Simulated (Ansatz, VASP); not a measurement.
## Al3VN4 in VASP and in Ansatz

```xyz
8
Lattice="4.1078 0.0000 0.0000 0.0000 4.1078 0.0000 0.0000 0.0000 4.1078" Properties=species:S:1:pos:R:3 pbc="T T T"
Al    2.0539    0.0000    2.0539
Al    2.0539    2.0539    0.0000
Al    0.0000    2.0539    2.0539
V     0.0000    0.0000    0.0000
N     0.0000    2.0539    0.0000
N     2.0539    2.0539    2.0539
N     0.0000    0.0000    2.0539
N     2.0539    0.0000    0.0000
```

Alike in both runs: functional PBE; k mesh 4 × 4 × 4; occupations gaussian, width 0.1 eV; collinear spin.

Ansatz relaxed the structure, and its values are those at the end. VASP's run is a single point on that final structure, the one shown.

```csv
,VASP,Ansatz
version,VASP 6.6.1,Ansatz 0.2.0
potentials or method,"VASP PAW PBE potentials, release 64 (Al, V_sv, N), cutoff 520 eV","scalar-relativistic, plane waves, PAW"
valence electrons in the cell,42,42
```

VASP gave:

```
gap on the k mesh at the Fermi level (eV)                     : none
pressure (GPa)                                                : -0.2
net moment per atom (μB)                                      : 0.20
size of the moment on the site where the two differ most (μB) : 1.38
```

Task: Estimate Ansatz's values.

Result: gap on the k mesh at the Fermi level (eV): none; pressure (GPa): -0.3; net moment per atom (μB): 0.20; size of the moment on the site where the two differ most (μB): 1.14.

Site moments also hang on the region over which each program counts them. A gap of «none» marks a metal or a gap that the smearing closes.

The k mesh is coarse, so the values compare programs but aren't converged.
